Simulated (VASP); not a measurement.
Set up this calculation in VASP 6.6.1, as the native input.

```yaml
Task: single point
Functional: PBE
Potentials_or_basis: VASP PAW PBE potentials, release 64 (Sc_sv)
Cutoff: 520 eV
k_mesh: 20 × 20 × 20
Occupations: fermi-dirac, width 0.05 eV
Spin: collinear spin
Starting_moments: "[1.0] μB"
Dipole_correction: no
Further_INCAR_settings: ALGO = Normal; EDIFF = 1e-06; NBANDS = 16
```

The structure of Sc lies in POSCAR:

```
Sc
1.0
   -1.8383402940      1.8383402940      1.8383402940
    1.8383402940     -1.8383402940      1.8383402940
    1.8383402940      1.8383402940     -1.8383402940
Sc
1
Direct
    0.0000000000      0.0000000000      0.0000000000
```

This isn't the form of Sc at room conditions, which is hcp.

The input as run:

INCAR

```
SYSTEM = Sc
ALGO = Normal ; EDIFF = 1E-6
ENCUT = 520 ; GGA = PE
ISIF = 2 ; ISMEAR = -1
ISPIN = 2 ; LASPH = .True.
LCHARG = .True. ; LELF = .True.
LMAXMIX = 4 ; LORBIT = 11
LREAL = .False. ; LVHAR = .True.
LWAVE = .False. ; MAGMOM = 1
NBANDS = 16 ; NELM = 150
PREC = Accurate ; SIGMA = 0.05
```

KPOINTS

```
k-points
0
Gamma
  20 20 20
  0 0 0
```

Potentials or basis: VASP PAW PBE potentials, release 64 (Sc_sv).

Command:

```console
$ cat potpaw_PBE.64/Sc_sv/POTCAR > POTCAR
$ mpirun -np 1 vasp_std > vasp.out
```

It gave:

```
Pressure                                              : 0.1 GPa
Net moment                                            : 0.00 μB per cell
Valence electrons inside the program's atomic spheres : Sc 9.36
```

It took 2.9 min on 1 thread of AMD EPYC 7R13 Processor (Zen 3), with other jobs on the host, peak memory 0.23 GiB.
